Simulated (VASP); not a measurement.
Input of a VASP 6.6.1 run:

Contents of INCAR:

```
SYSTEM = MnGe
ALGO     = Normal         ! electronic algorithm
EDIFF    = 1E-6           ! SCF threshold, eV
ENCUT    = 520            ! plane-wave cutoff, eV
ISIF     = 2              ! what is computed and relaxed
ISMEAR   = 0              ! smearing method
ISPIN    = 2              ! spin polarisation
KPAR     = 4            
LASPH    = .True.         ! aspherical terms in the spheres
LCHARG   = .True.         ! write CHGCAR
LMAXMIX  = 4              ! l up to which the mixer works
LORBIT   = 11             ! projections on sites
LREAL    = .False.        ! projectors in reciprocal space
LVHAR    = .True.       
LWAVE    = .False.        ! write WAVECAR
MAGMOM   = 2.2 2.2 2.2 2.2 0 0 0 0 ! initial moments
NBANDS   = 68             ! bands
NELM     = 150            ! most SCF steps
PREC     = Accurate       ! precision mode
SIGMA    = 0.05           ! smearing width, eV
```

File KPOINTS:

```
k-points
0
Gamma
  8 8 8
  0 0 0
```

POSCAR

```
MnGe
1.0
    4.5561624365      0.0000000000      0.0000000000
    0.0000000000      4.5561624365      0.0000000000
    0.0000000000      0.0000000000      4.5561624365
Mn Ge
4 4
Direct
    0.1364720446      0.1364720446      0.1364720446
    0.6364720446      0.3635279554      0.8635279554
    0.8635279554      0.6364720446      0.3635279554
    0.3635279554      0.8635279554      0.6364720446
    0.8431367635      0.8431367635      0.8431367635
    0.3431367635      0.6568632365      0.1568632365
    0.1568632365      0.3431367635      0.6568632365
    0.6568632365      0.1568632365      0.3431367635
```

Potentials or basis: VASP PAW LDA potentials, release 64 (Mn_pv, Ge_d).

Run with:

```bash
$ cat potpaw_LDA.64/Mn_pv/POTCAR potpaw_LDA.64/Ge_d/POTCAR > POTCAR
$ mpirun -np 4 vasp_std > vasp.out
```

Question: What does it give for the pressure?

Answer: 5.4 GPa.

Question: Predict the net moment.

Answer: 3.61 μB per cell.

Question: Estimate the site moments.

Answer: Mn +0.94; Ge -0.04 μB.

Forces in eV/Å, atoms in the order of the input:
```
Mn   0.010  0.010  0.010
Mn   0.010 -0.010 -0.010
Mn  -0.010  0.010 -0.010
Mn  -0.010 -0.010  0.010
Ge   0.013  0.013  0.013
Ge   0.013 -0.013 -0.013
Ge  -0.013  0.013 -0.013
Ge  -0.013 -0.013  0.013
```
